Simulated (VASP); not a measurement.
Wanted: the native input for a VASP 6.6.1 run.

| Quantity | Value |
| --- | --- |
| Task | single point |
| Functional | PBE |
| Potentials or basis | VASP PAW PBE potentials, release 64 (Te) |
| Cutoff | 520 eV |
| k mesh | 11 × 11 × 11 |
| Occupations | fermi-dirac, width 0.05 eV |
| Spin | no spin polarisation |
| Dipole correction | no |
| Further INCAR settings | ALGO = Normal; EDIFF = 1e-07; NBANDS = 13 |

The structure of Te lies in POSCAR:

```
Te
1.0
    0.0000000000      3.5924843156      3.5924843156
    3.5924843156      0.0000000000      3.5924843156
    3.5924843156      3.5924843156      0.0000000000
Te
2
Direct
   -0.1250000000     -0.1250000000     -0.1250000000
    0.1250000000      0.1250000000      0.1250000000
```

The input as run:

INCAR

```
SYSTEM = Te
PREC = Accurate ; ENCUT = 520
EDIFF = 1E-7 ; ISMEAR = -1
SIGMA = 0.05 ; LREAL = .False.
LASPH = .True. ; NELM = 100
ALGO = Normal ; ISIF = 2
LWAVE = .False. ; LCHARG = .True.
GGA = PE ; LELF = .True.
LVHAR = .True. ; NBANDS = 13
```

KPOINTS

```
regular mesh
0
Gamma
  11 11 11
  0 0 0
```

Potentials or basis: VASP PAW PBE potentials, release 64 (Te).

Launch:

```sh
$ cat potpaw_PBE.64/Te/POTCAR > POTCAR
$ mpirun -np 1 vasp_std > vasp.out
```

It gave:

| Item | Value |
| --- | --- |
| Pressure | 0.0 GPa |
| Band gap on the k mesh | zero (band 6 reaches 3.48 eV, above the bottom of band 7 at 2.58 eV) |

Caveat: spin-orbit coupling is left out, which moves the levels of the heavy elements.

It took 72 s on 1 thread of Intel Xeon 6975P-C, on a shared host, peak memory 0.26 GiB.
